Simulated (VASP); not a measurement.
# Co14NiW5 in VASP: notebook

Runs on Co14NiW5. Level: PBE. Tasks: single point.

All numbers are computed with VASP 6.6.1; they aren't measurements. Logs are shortened: lines on timing, memory, paths and dates and some standing lists are left out, and cuts for length are marked.

## 1. The cell of the first run

The cell holds a disordered packing, 20 atoms: a = 6.412 Å, b = 6.156 Å, c = 6.644 Å, α = 89.00°, β = 94.63°, γ = 91.19°.

## 2. Single point, PBE

The input, INCAR:

```
ALGO = Normal
EDIFF = 1E-6
ENCUT = 400
GGA = PE
GGA_COMPAT = F
ISIF = 2
ISMEAR = -1
ISYM = -1
LASPH = T
LCHARG = T
LELF = T
LREAL = Auto
LVHAR = T
LWAVE = F
NBANDS = 119
NELM = 120
PREC = Accurate
SIGMA = 0.112
```

The input, KPOINTS:

```
explicit points
1
Reciprocal
  0.25000000   0.25000000   0.25000000 1
```

The input, POSCAR:

```
Co14NiW5
1.0
    6.4067140000     -0.0639040000     -0.2633820000
   -0.0639040000      6.1558140000      0.0545630000
   -0.2633820000      0.0545630000      6.6380590000
Co W Ni
14 5 1
Direct
    0.7987406377      0.9262766068      0.4894565529
    0.4753239746      0.2433653983      0.6028989849
    0.2271714094      0.5115803184      0.8452408307
    0.2954829144      0.3985603374      0.2050516926
    0.4347136221      0.5945252262      0.5040637125
    0.5441661580      0.0903028218      0.1873067682
    0.2672635042      0.8195283704      0.1383719955
    0.8676529859      0.1934530998      0.7808624174
    0.9548102459      0.5308734675      0.1080378742
    0.6119377479      0.3640621718      0.9590978423
    0.2884123224      0.9542720439      0.4833035785
    0.6634145417      0.6876845129      0.2330130417
    0.7770945682      0.5660233770      0.7223177420
    0.2780031354      0.1298385157      0.9237168038
    0.0438487464      0.6240143228      0.4329125241
    0.0831364336      0.8544274967      0.7656104763
    0.6066711845      0.9086359202      0.8246246935
    0.9215357357      0.0029133309      0.1300496071
    0.6941531435      0.3556187298      0.3801368470
    0.0752308633      0.2366308555      0.5104561689
```

Potentials or basis: VASP PAW PBE potentials, release 64 (Co, W_sv, Ni).

Started as:

```
$ cat potpaw_PBE.64/Co/POTCAR potpaw_PBE.64/W_sv/POTCAR potpaw_PBE.64/Ni/POTCAR > POTCAR
$ mpirun -np 1 vasp_std > vasp.out
```

OUTCAR:

```text
EDIFF = 1E-6
   ENCUT = 400
   GGA = PE
   ISIF = 2
   ISMEAR = -1
   ISYM = -1
   LASPH = T
   LREAL = Auto
   NELM = 120
   PREC = Accurate

 ion  position               nearest neighbor table
   1  0.799  0.926  0.489-  12 2.37  15 2.51  16 2.52   8 2.57  20 2.58  18 2.61  17 2.63   6 2.68
                            13 2.69  19 2.81   2 3.03   5 3.08
   2  0.475  0.243  0.603-  19 2.21  11 2.25   5 2.26  10 2.57  20 2.59  17 2.63  14 2.64   8 2.71
                            13 2.82   3 2.91   4 2.95   6 3.00   1 3.03
   3  0.227  0.512  0.845-  16 2.36  14 2.42   4 2.49   9 2.57  10 2.69   7 2.74   5 2.75   2 2.91
                            20 2.91  13 2.96  15 2.97   8 3.00
   4  0.295  0.399  0.205-   9 2.38   5 2.44   3 2.49  14 2.51   6 2.51   7 2.63  15 2.72  10 2.72
                            20 2.73  19 2.74  12 2.92   2 2.95
   5  0.435  0.595  0.504-   2 2.26  11 2.42   4 2.44  19 2.44  12 2.47  15 2.52  13 2.54   3 2.75
                             7 2.91  17 3.03   1 3.08
   6  0.544  0.090  0.187-  19 2.25  10 2.31  14 2.36   7 2.42   4 2.51  18 2.55  12 2.61   1 2.68
                            17 2.74  11 2.77   2 3.00
   7  0.267  0.820  0.138-  14 2.37   6 2.42  11 2.44  18 2.50   4 2.63   9 2.65  16 2.66  12 2.70
                             3 2.74  15 2.76   5 2.91  17 3.17
   8  0.868  0.193  0.781-  20 2.33  10 2.37  13 2.40  17 2.43  16 2.53   1 2.57  18 2.58   2 2.71
                            14 2.76  19 2.97   3 3.00   9 3.04
   9  0.955  0.531  0.108-  15 2.27  12 2.34   4 2.38  10 2.54   3 2.57   7 2.65  13 2.73  19 2.75
                            18 2.93   8 3.04  16 3.15  18 3.25
  10  0.612  0.364  0.959-  13 2.30   6 2.31   8 2.37   9 2.54  14 2.55   2 2.57   3 2.69  12 2.72
                             4 2.72  19 2.80  17 2.96  18 3.15
  11  0.288  0.954  0.483-   2 2.25  20 2.25   5 2.42  16 2.44   7 2.44  15 2.55   6 2.77  17 2.94
                            18 3.20
  12  0.663  0.688  0.233-  19 2.26   9 2.34   1 2.37   5 2.47   6 2.61  18 2.64   7 2.70  15 2.71
                            10 2.72   4 2.92  17 3.01
  13  0.777  0.566  0.722-  10 2.30   8 2.40  17 2.52   5 2.54  16 2.62  19 2.65  15 2.69   1 2.69
                             9 2.73   2 2.82   3 2.96
  14  0.278  0.130  0.924-  16 2.30   6 2.36   7 2.37   3 2.42   4 2.51  10 2.55   2 2.64  17 2.67
                             8 2.76  18 2.85  20 3.01
  15  0.044  0.624  0.433-   9 2.27  20 2.44   1 2.51   5 2.52  11 2.55  16 2.64  13 2.69  12 2.71
                             4 2.72  19 2.76   7 2.76   3 2.97  18 3.12
  16  0.083  0.854  0.766-  14 2.30   3 2.36  11 2.44   1 2.52   8 2.53  13 2.62  15 2.64   7 2.66
                            20 2.87  18 2.88  17 3.14   9 3.15  17 3.36
  17  0.607  0.909  0.825-   8 2.43  13 2.52   2 2.63   1 2.63  14 2.67   6 2.74  18 2.80  11 2.94
                            10 2.96  12 3.01   5 3.03  16 3.14   7 3.17  16 3.36
  18  0.922  0.003  0.130-   7 2.50   6 2.55   8 2.58   1 2.61  12 2.64  17 2.80  14 2.85  16 2.88
                             9 2.93  20 3.02  15 3.12  10 3.15  11 3.20  19 3.20   9 3.25
  19  0.694  0.356  0.380-   2 2.21   6 2.25  12 2.26   5 2.44  20 2.64  13 2.65   4 2.74   9 2.75
                            15 2.76  10 2.80   1 2.81   8 2.97  18 3.20
  20  0.075  0.237  0.510-  11 2.25   8 2.33  15 2.44   1 2.58   2 2.59  19 2.64   4 2.73  16 2.87
                             3 2.91  14 3.01  18 3.02

IMPORTANT INFORMATION: All symmetrisations will be switched off!
NOSYMM: (Re-)initialisation of all symmetry stuff for point group C_1.

----------------------------------------------------------------------------------------

                                     Primitive cell

  volume of cell :     261.3240

  direct lattice vectors                    reciprocal lattice vectors
     6.406714000 -0.063904000 -0.263382000     0.156356410  0.001568274  0.006190950
    -0.063904000  6.155814000  0.054563000     0.001568274  0.162475619 -0.001273279
    -0.263382000  0.054563000  6.638059000     0.006190950 -0.001273279  0.150902554

  length of vectors
     6.412444002  6.156387483  6.643506189     0.156486787  0.162488177  0.151034864

  position of ions in fractional coordinates (direct lattice)
     0.798740638  0.926276607  0.489456553
     0.475323975  0.243365398  0.602898985
     0.227171409  0.511580318  0.845240831
     0.295482914  0.398560337  0.205051693
     0.434713622  0.594525226  0.504063712
     0.544166158  0.090302822  0.187306768
[... 12 lines left out ...]
     0.694153144  0.355618730  0.380136847
     0.075230863  0.236630856  0.510456169

  ion indices of the primitive-cell ions
   primitive index   ion index
                 1           1
                 2           2
                 3           3
                 4           4
                 5           5
                 6           6
[... 12 lines left out ...]
                19          19
                20          20

----------------------------------------------------------------------------------------

 KPOINTS: explicit points

Read explicit list of k-points.

 Found      1 k-points:

 Following reciprocal coordinates:
            Coordinates               Weight
  0.250000  0.250000  0.250000      1.000000
   k-points           NKPTS =      1   k-points in BZ     NKDIM =      1   number of bands    NBANDS=    119
   number of dos      NEDOS =    301   number of ions     NIONS =     20
   total plane-waves  NPLWV =  80640
   dimension x,y,z NGX =    42 NGY =   40 NGZ =   48
   dimension x,y,z NGXF=    84 NGYF=   80 NGZF=   96
   ions per type =              14   5   1
   NGX,Y,Z   is equivalent  to a cutoff of  10.89, 10.80, 12.01 a.u.
   NGXF,Y,Z  is equivalent  to a cutoff of  21.78, 21.60, 24.02 a.u.
 SYSTEM =  unknown system
   PREC   = accura    normal or accurate (medium, high low for compatibility)
   ISTART =      0    job   : 0-new  1-cont  2-samecut
   ICHARG =      2    charge: 1-file 2-atom 10-const
   ISPIN  =      1    spin polarized calculation?
   LNONCOLLINEAR =      F non collinear calculations
   LSORBIT =      F    spin-orbit coupling
   LASPH  =      T    aspherical Exc in radial PAW
   ENCUT  =  400.0 eV  29.40 Ry    5.42 a.u.  10.46 10.04 10.83*2*pi/ulx,y,z
   NELM   =    120;   NELMIN=  2; NELMDL= -5     # of ELM steps
   EDIFF  = 0.1E-05   stopping-criterion for ELM
   LREAL  =      T    real-space projection
   EDIFFG = 0.1E-04   stopping-criterion for IOM
   NSW    =      0    number of steps for IOM
   IBRION =     -1    ionic relax: 0-MD 1-quasi-New 2-CG
   NFREE  =      0    steps in history (QN), initial steepest desc. (CG)
   ISIF   =      2    stress and relaxation
   ISYM   =     -1    0-nonsym 1-usesym 2-fastsym
   POTIM  = 0.5000    time-step for ionic-motion
   TEBEG  =    0.0;   TEEND  =   0.0 temperature during run
   PSTRESS=    0.0 pullay stress
   NELECT =     206.0000    total number of electrons
   NUPDOWN=      -1.0000    fix difference up-down
   EMIN   =  10.00;   EMAX   =-10.00  energy-range for DOS
   EFERMI =   0.00;   METHOD = LEGACY
   ISMEAR =    -1;   SIGMA  =   0.11  broadening in eV -4-tet -1-fermi 0-gaus
   EFERMI_NEDOS =   21; number of points for ismear=-14 and -15
   IALGO  =     38    algorithm
   IMIX   =      4    mixing-type and parameters
     AMIX     =   0.40;   BMIX     =  1.00
     AMIX_MAG =   1.60;   BMIX_MAG =  1.00
  volume/ion in A,a.u.               =      13.07        88.18
  Fermi-wavevector in a.u.,A,eV,Ry     =   1.512298  2.857830 31.117155  2.287046
  Thomas-Fermi vector in A             =   2.622241
   LORBIT       =      0    0 simple, 1 ext, 2 COOP (PROOUT), +10 PAW based schemes
   GGA     = PE    functional components
   LHFCALC =     F    Hartree Fock is set to
   AEXX    =    0.0000 exact exchange contribution
   IVDW    =     0    specifies the selected vdW correction
   LEPSILON=     F    determine dielectric tensor
   LRPA    =     F    only Hartree local field effects (RPA)
 non-spin polarized calculation
  energy-cutoff  :      400.00
  volume of cell :      261.32
 maximum number of plane-waves:      4761
 NGX is ok and might be reduce to    42
   NGX = 21   NGY = 21   NGZ = 21

 number of electron     206.0000010 magnetization

 Free energy of the ion-electron system (eV)
  ---------------------------------------------------
  ext. energy  EPLUGINS =         0.00000000
  ---------------------------------------------------
  free energy    TOTEN  =      -160.53145816 eV

  energy without entropy =     -159.07086274  energy(sigma->0) =     -159.80116045

 E-fermi :   9.4495     XC(G=0): -12.9603

 val. band max:        9.4135551124   @ k =   0.2500   0.2500   0.2500
 cond. band min:       9.4506470210   @ k =   0.2500   0.2500   0.2500
 fundamental gap:      0.0370919086
 Fermi energy:         9.4495222909

 k-point     1 :       0.2500    0.2500    0.2500
  band No.  band energies     occupation
      1     -64.9777      2.00000
      2     -64.9494      2.00000
      3     -64.6974      2.00000
      4     -64.6142      2.00000
      5     -64.5754      2.00000
      6     -29.3035      2.00000
[... 107 lines left out ...]
    114      10.2577      0.00147
    115      10.3784      0.00050
 [bands above 115 left out]

------------------------ aborting loop because EDIFF is reached ----------------------------------------

  FORCE on cell =-STRESS in cart. coord.  units (eV):
  Direction    XX          YY          ZZ          XY          YZ          ZX
  --------------------------------------------------------------------------------------
  -------------------------------------------------------------------------------------
  Total      -19.1009919     -2.2980783    -13.3146282      0.7298926      3.3243436     -2.1876821
  in kB     -117.1081819    -14.0895183    -81.6319862      4.4749718     20.3815506    -13.4126789
  external PRESSURE =     -70.9432288 kB  Pullay stress =       0.0000000 kB

 VOLUME and BASIS-vectors are now :
 -----------------------------------------------------------------------------
  energy-cutoff  :      400.00
  volume of cell :      261.32
      direct lattice vectors                 reciprocal lattice vectors
     6.406714000 -0.063904000 -0.263382000     0.156356410  0.001568274  0.006190950
    -0.063904000  6.155814000  0.054563000     0.001568274  0.162475619 -0.001273279
    -0.263382000  0.054563000  6.638059000     0.006190950 -0.001273279  0.150902554

 POSITION                                       TOTAL-FORCE (eV/Angst)
 -----------------------------------------------------------------------------------
      4.92920      5.67765      3.08921        -0.710071      0.283200      0.519117
      2.87092      1.50063      3.89017        -1.243968     -0.911414      1.908117
      1.20011      3.18079      5.57884         0.391797     -0.426141     -0.384341
      1.81360      2.44577      1.30507         0.686705     -0.301185      0.257868
      2.61433      3.65951      3.26395         0.039447      1.811180      0.945850
      3.43121      0.53133      1.10496        -0.679724     -2.690419     -0.171249
[... 12 lines left out ...]
      4.32439      2.16550      2.35995         2.562291     -0.552456     -0.348413
      0.33242      1.47970      3.38154         0.022315      0.244563     -0.193449
 -----------------------------------------------------------------------------------
    total drift:                                0.004849      0.006929      0.002600

  FREE ENERGIE OF THE ION-ELECTRON SYSTEM (eV)
  ---------------------------------------------------
  free  energy   TOTEN  =      -160.5314581622 eV

  energy  without entropy=     -159.0708627410  energy(sigma->0) =     -159.80116045
```

It took 2.8 min on 1 thread of AMD EPYC 7R43 (Zen 3), shared host; peak memory 0.25 GiB.

Results:

```
Free energy   : -160.5315 eV
Pressure      : -7.1 GPa
Largest force : 2.780 eV/Å
```

Forces on the atoms (eV/Å):
```
Co  -0.710  0.283  0.519
Co  -1.244 -0.911  1.908
Co   0.392 -0.426 -0.384
Co   0.687 -0.301  0.258
Co   0.039  1.811  0.946
Co  -0.680 -2.690 -0.171
Co  -0.213 -1.657  0.188
Co  -0.283  0.460  0.758
Co   0.214 -0.346 -2.635
Co  -0.919  0.146  0.655
Co   0.975 -0.365 -0.238
Co  -1.073  1.955 -1.595
Co   0.410  0.943 -0.926
Co   0.250  1.351 -0.494
W    0.654  0.461 -0.150
W   -0.354 -0.718  0.722
W   -1.069 -0.250  0.881
W    0.340  0.562  0.301
W    2.562 -0.552 -0.348
Ni   0.022  0.245 -0.193
```

Stress tensor (GPa, compression positive):
```
-11.71   0.45  -1.34
  0.45  -1.41   2.04
 -1.34   2.04  -8.16
```

Levels at points of the mesh, in eV from the Fermi level:
| k point | band 101 | band 102 | band 103 | band 104 | band 105 | band 106 |
| --- | --- | --- | --- | --- | --- | --- |
| (0.25, 0.25, 0.25) | -0.13 | -0.07 | -0.04 | 0.00 | 0.09 | 0.11 |

Caveat: the atoms stand as in a frame of molecular dynamics; spin-orbit coupling is left out, which moves the levels of the heavy elements; the run has no spin polarisation, though such a crystal can be magnetic.

## 3. Single point, PBE

The input, INCAR:

```
  PREC = Accurate
  ENCUT = 400
  EDIFF = 1E-6
  ISMEAR = -1
  SIGMA = 0.112
  LREAL = Auto
  LASPH = T
  NELM = 120
  ALGO = Normal
  ISIF = 2
  LWAVE = F
  LCHARG = F
  GGA = PE
  NBANDS = 119
  ISYM = -1
  GGA_COMPAT = F
```

KPOINTS is that of step 2.

The input, POSCAR:

```
Co14NiW5
1.0
    6.4067140000     -0.0639040000     -0.2633820000
   -0.0639040000      6.1558140000      0.0545630000
   -0.2633820000      0.0545630000      6.6380590000
Co W Ni
14 5 1
Direct
    0.7504373174      0.9008190072      0.4825740919
    0.4092459716      0.2506437443      0.6736100339
    0.2423950904      0.4798658419      0.8561506585
    0.3250129072      0.3492358469      0.2778936123
    0.4320692939      0.6099878630      0.5254866682
    0.5512353877      0.0469532908      0.1775822671
    0.2671240353      0.7370102785      0.1202299002
    0.8775391982      0.2058382786      0.8336438220
    0.9449187342      0.5315747939      0.0896125314
    0.5820101630      0.3924641278      0.9871085781
    0.3379953674      0.9656604842      0.4871786411
    0.6298872355      0.6822222864      0.1782492239
    0.7678935883      0.5635523858      0.7043015496
    0.2693110926      0.1317293154      0.9750177194
    0.0513532101      0.6106444063      0.4393873149
    0.0618566263      0.8692262716      0.7696907076
    0.5498447425      0.8929984944      0.7978784960
    0.9377919834     -0.0339315363      0.1382417563
    0.7091885750      0.3443166146      0.3884857844
    0.0670153730      0.1876657803      0.4575245618
```

Potentials or basis: VASP PAW PBE potentials, release 64 (Co, W_sv, Ni).

Started as:

```
$ cat potpaw_PBE.64/Co/POTCAR potpaw_PBE.64/W_sv/POTCAR potpaw_PBE.64/Ni/POTCAR > POTCAR
$ mpirun -np 1 vasp_std > vasp.out
```

Wall time 2.7 min (1 thread of AMD EPYC 7R43 (Zen 3), shared host); peak memory 0.25 GiB.

The run converged. Its results:

```yaml
Free_energy: -161.4710 eV
Pressure: -11.6 GPa
Largest_force: 2.556 eV/Å
```

Forces in eV/Å, atoms in the order of the input:
```
Co   0.046  0.143  0.131
Co   1.148  0.990 -0.686
Co  -1.613  1.903 -0.556
Co   0.023  0.150 -0.738
Co   0.892 -0.093 -0.104
Co   0.370 -0.262  0.034
Co   0.187  0.493  0.578
Co  -0.458 -0.216 -0.671
Co   0.517 -0.813 -1.067
Co   0.209 -1.379 -0.041
Co   0.397 -1.336 -1.535
Co   0.260  0.910  0.932
Co   0.609 -0.017  0.846
Co  -0.621 -0.084 -0.180
W   -0.068  0.971 -0.116
W    0.124 -1.072 -0.478
W    0.588 -0.278  1.801
W   -0.458  0.317  0.877
W   -0.706 -0.450  0.091
Ni  -1.447  0.122  0.882
```

Stress tensor (GPa, compression positive):
```
-13.02  -3.74   2.82
 -3.74  -9.00   5.66
  2.82   5.66 -12.69
```

Levels at points of the mesh, in eV from the Fermi level:
```tsv
k point	band 101	band 102	band 103	band 104	band 105	band 106
(0.25, 0.25, 0.25)	-0.13	-0.08	-0.05	0.00	0.10	0.13
```

Caveat: the atoms stand as in a frame of molecular dynamics; spin-orbit coupling is left out, which moves the levels of the heavy elements; the run has no spin polarisation, though such a crystal can be magnetic. Spin polarisation is off, so any magnetic state and its effect on volume and gap are missing.

[end of part 1 of 2]
